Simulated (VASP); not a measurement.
Set up this calculation in VASP 6.6.1, as the native input.

```yaml
Task: single point
Functional: PBEsol
Potentials_or_basis: VASP PAW PBE potentials, release 64 (In_d, Se)
Cutoff: 520 eV
k_mesh: 12 × 12 × 2
Occupations: gaussian, width 0.05 eV
Spin: no spin polarisation
Dipole_correction: no
Further_INCAR_settings: ALGO = Normal; EDIFF = 1e-06; NBANDS = 48
```

The structure of InSe lies in POSCAR:

```
InSe
1.0
    4.0058502099      0.0000000000      0.0000000000
   -2.0029251050      3.4691680455      0.0000000000
    0.0000000000      0.0000000000     17.0021652134
In Se
4 4
Direct
    0.3333333333      0.6666666667      0.1635084603
    0.6666666667      0.3333333333      0.6635084603
    0.3333333333      0.6666666667      0.3364915397
    0.6666666667      0.3333333333      0.8364915397
    0.3333333333      0.6666666667      0.5843059644
    0.6666666667      0.3333333333      0.0843059644
    0.3333333333      0.6666666667      0.9156940356
    0.6666666667      0.3333333333      0.4156940356
```

This cell differs from its parent crystal: mode 12 (107.6 1/cm) frozen in, largest displacement -0.150 Å.

These files were run (other wordings do the same):

INCAR

```
PREC = Accurate
ENCUT = 520
EDIFF = 1E-6
ISMEAR = 0
SIGMA = 0.05
LREAL = False
LASPH = True
NELM = 100
ALGO = Normal
ISIF = 2
LWAVE = False
LCHARG = True
GGA = PS
LELF = True
LVHAR = True
NBANDS = 48
```

KPOINTS

```
Automatic mesh
0
Gamma
  12 12 2
```

Potentials or basis: VASP PAW PBE potentials, release 64 (In_d, Se).

Command:

```sh
$ cat potpaw_PBE.64/In_d/POTCAR potpaw_PBE.64/Se/POTCAR > POTCAR
$ mpirun -np 1 vasp_std > vasp.out
```

Results of the run:

* Pressure: -1.9 GPa
* Largest force: 0.481 eV/Å
* Band gap on the k mesh: 0.30 eV, indirect (least direct gap 0.31 eV)

Caveat: the cell differs from its parent crystal (mode 12 (107.6 1/cm) frozen in, largest displacement -0.150 Å); the PAW data sets were made with another functional, which shifts forces and pressure a little; spin-orbit coupling is left out, which moves the levels of the heavy elements; this functional lacks dispersion, which binds the layers, so the pressure and a relaxed spacing across them are unreliable.

Run time: 3.9 min on 1 thread of Intel(R) Xeon(R) Platinum 8559C (Emerald Rapids), with other jobs on the host, peak memory 0.53 GiB.
